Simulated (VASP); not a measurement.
Write the native input for VASP 6.6.1 that does the following.

- Task: relaxation of cell and atoms
- Functional: PBEsol
- Potentials or basis: VASP PAW PBE potentials, release 64 (Tl_d)
- Cutoff: 600 eV
- k mesh: 4 × 4 × 4
- Occupations: gaussian, width 0.1 eV
- Spin: no spin polarisation
- Dipole correction: no
- Further INCAR settings: ALGO = Fast; EDIFF = 1e-07; IBRION = 2; EDIFFG = -0.04; NSW = 90; ISIF = 3

The structure of Tl lies in POSCAR:

```
Tl
1.0
    2.6514885851     -4.4937814386      0.0000000000
    2.6514885851      4.4937814386      0.0000000000
    0.0000000000      0.0000000000      5.3100310338
Tl
4
Direct
    0.1525000000      0.8475000000      0.0785000000
    0.6525000000      0.3475000000      0.4215000000
    0.8475000000      0.1525000000      0.9215000000
    0.3475000000      0.6525000000      0.5785000000
```

These files were run (other wordings do the same):

INCAR

```
SYSTEM = Tl
  PREC = Accurate
  ENCUT = 600
  EDIFF = 1E-7
  ISMEAR = 0
  SIGMA = 0.1
  LREAL = .False.
  LASPH = .True.
  NELM = 100
  ALGO = Fast
  ISIF = 3
  LWAVE = .False.
  LCHARG = .False.
  GGA = PS
  IBRION = 2
  NSW = 90
  EDIFFG = -0.04
```

KPOINTS

```
Automatic mesh
0
Gamma
  4 4 4
  0 0 0
```

Potentials or basis: VASP PAW PBE potentials, release 64 (Tl_d).

The run is started by

```sh
$ cat potpaw_PBE.64/Tl_d/POTCAR > POTCAR
$ mpirun -np 1 vasp_std > vasp.out
```

It gave:

* Relaxed volume: 32.51 Å³/atom
* Relaxed cell: a = 5.336 Å, b = 5.336 Å, c = 5.292 Å, α = 90.00°, β = 90.00°, γ = 120.34°
* Space group after relaxing (to 0.05 Å): Cmce (No. 64)
* Energy gained by relaxing: 13.6 meV/atom
* Ionic steps: 3
* Pressure after relaxing: -0.1 GPa
* Largest force after relaxing: 0.039 eV/Å
* Band gap on the k mesh: zero (band 26 reaches 5.30 eV, above the bottom of band 27 at 4.75 eV)

Caveat: the PAW data sets were made with another functional, which shifts forces and pressure a little; spin-orbit coupling is left out, which moves the levels of the heavy elements.

It took 5.8 min on 1 thread of Oxide Virtual Turin-like Processor (shared host), peak memory 0.26 GiB.
